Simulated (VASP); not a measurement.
A run of VASP 6.6.1 is set up as follows.

File INCAR:

```
  ALGO = Normal
  EDIFF = 1E-7
  ENCUT = 520
  GGA = PE
  ISIF = 2
  ISMEAR = 0
  ISPIN = 2
  LASPH = True
  LCHARG = False
  LMAXMIX = 4
  LORBIT = 11
  LREAL = False
  LWAVE = False
  MAGMOM = 3 0 0 0 0
  NBANDS = 24
  NELM = 150
  PREC = Accurate
  SIGMA = 0.1
```

The input KPOINTS:

```
k-points
0
Gamma
  6 6 4
```

Contents of POSCAR:

```
CoSi4
1.0
    3.6843128500      0.0000000000      0.0000000000
   -1.8421564300      3.1907085300      0.0000000000
    0.0000000000      0.0000000000      6.4102521600
Co Si
1 4
Direct
    0.0000000000      0.0000000000      0.5000000000
    0.3333333300      0.6666666700      0.7320258700
    0.3333333300      0.6666666700      0.2679741300
    0.6666666700      0.3333333300      0.2679741300
    0.6666666700      0.3333333300      0.7320258700
```

Potentials or basis: VASP PAW PBE potentials, release 64 (Co, Si).

Command:

```sh
$ cat potpaw_PBE.64/Co/POTCAR potpaw_PBE.64/Si/POTCAR > POTCAR
$ mpirun -np 1 vasp_std > vasp.out
```

**Question.** What does it give for the site moments?

**Answer.** Co +0.17; Si +0.00 μB.

**Question.** Predict the largest force.

**Answer.** 0.048 eV/Å.

Stress tensor (GPa, compression positive):
```
33.06  0.00  0.00
 0.00 33.06  0.00
 0.00  0.00 -2.21
```

Caveat: the stress differs along the axes, from -2 to 33 GPa.
